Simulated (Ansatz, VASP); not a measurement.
Two plane-wave programs on CaSc

```
Ca Sc
1.0
     0.00000    3.22668    3.22668
     3.22668    0.00000    3.22668
     3.22668    3.22668    0.00000
Ca Sc
1 1
Direct
  0.00000 0.00000 0.00000
  0.50000 0.50000 0.50000
```

Change from the starting cell: species swapped into the CaSe type (Fm-3m, No. 225).

Alike in both runs: functional PBE; k mesh 6 × 6 × 6; occupations gaussian, width 0.1 eV; no spin polarisation.

Ansatz relaxed the structure, and its values are those at the end. VASP's run is a single point on that final structure, the one shown.

```csv
,VASP,Ansatz
version,VASP 6.6.1,Ansatz 0.2.0
potentials or method,"VASP PAW PBE potentials, release 64 (Ca_sv, Sc_sv), cutoff 520 eV","scalar-relativistic, plane waves, PAW"
valence electrons in the cell,21,21
```

```csv
,VASP,Ansatz,Ansatz less VASP
gap on the k mesh at the Fermi level (eV),none,none,-
pressure (GPa),0.2,0.1,-0.03
```

A gap of «none» marks a metal or a gap that the smearing closes. The functional is the same, so the differences come from potentials, cutoffs and numerics.
